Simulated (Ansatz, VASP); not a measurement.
InO in VASP and in Ansatz

Contents of INCAR:

```
PREC = Accurate ; ENCUT = 520
EDIFF = 1E-6 ; ISMEAR = 0
SIGMA = 0.05 ; LREAL = F
LASPH = T ; NELM = 60
ALGO = Normal ; ISIF = 2
LWAVE = F ; LCHARG = F
GGA = PE ; IVDW = 12
NBANDS = 27
```

The input KPOINTS:

```
regular mesh
0
Gamma
  12 12 2
```

The input POSCAR:

```
InO
1.0
    3.5155277671      0.0000000000      0.0000000000
   -1.7577638836      3.0445363540      0.0000000000
    0.0000000000      0.0000000000     15.8520222321
In O
2 2
Direct
    0.6666666667      0.3333333333      0.5895266171
    0.6666666667      0.3333333333      0.4104733829
    0.0000000000      0.0000000000      0.6398766429
    0.0000000000      0.0000000000      0.3601233571
```

Input for Ansatz:

```yaml
crystal:
  lattice:
    - [3.5155277671, 0.0, 0.0]
    - [-1.7577638836, 3.044536354, 0.0]
    - [0.0, 0.0, 15.8520222321]
  atoms:
    - { symbol: In, position: [0.6666666667, 0.3333333333, 0.5895266171] }
    - { symbol: In, position: [0.6666666667, 0.3333333333, 0.4104733829] }
    - { symbol: O, position: [0.0, 0.0, 0.6398766429] }
    - { symbol: O, position: [0.0, 0.0, 0.3601233571] }
basis:
  ecutwfc: 420
kpoints:
  mp_grid: { grid: [12, 12, 2] }
hamiltonian:
  xc: pbe
  dispersion: d3bj
scf:
  occupations: { method: gaussian, width: 0.05 }
output:
  forces: true
  stress: true
  eigenvalues: true
  write_density: true
  write_potential: true
  elf: true
  volumetric_format: npy
```

Change from the starting cell: strain +0.025 along x and y, +0.000 along z, atoms carried along.

Alike in both runs: task single point; functional PBE; dispersion D3(BJ); k mesh 12 × 12 × 2; occupations gaussian, width 0.05 eV; no spin polarisation.

```csv
,VASP,Ansatz
version,VASP 6.6.1,Ansatz 0.2.0
potentials or method,"VASP PAW PBE potentials, release 64 (In_d, O), cutoff 520 eV","scalar-relativistic, plane waves, PAW"
valence electrons in the cell,38,38
```

Ansatz gave:

- gap on the k mesh at the Fermi level (eV): 0.45
- least direct gap on the mesh (eV): 0.98
- rms of the force components (eV/Å): 0.235

Question: Estimate VASP's values.

Answer: gap on the k mesh at the Fermi level (eV): 0.43; least direct gap on the mesh (eV): 0.97; rms of the force components (eV/Å): 0.218.

Atom by atom the forces differ by 0.017 eV/Å (rms over components). Ansatz's warnings: xc potential rough in thin density.
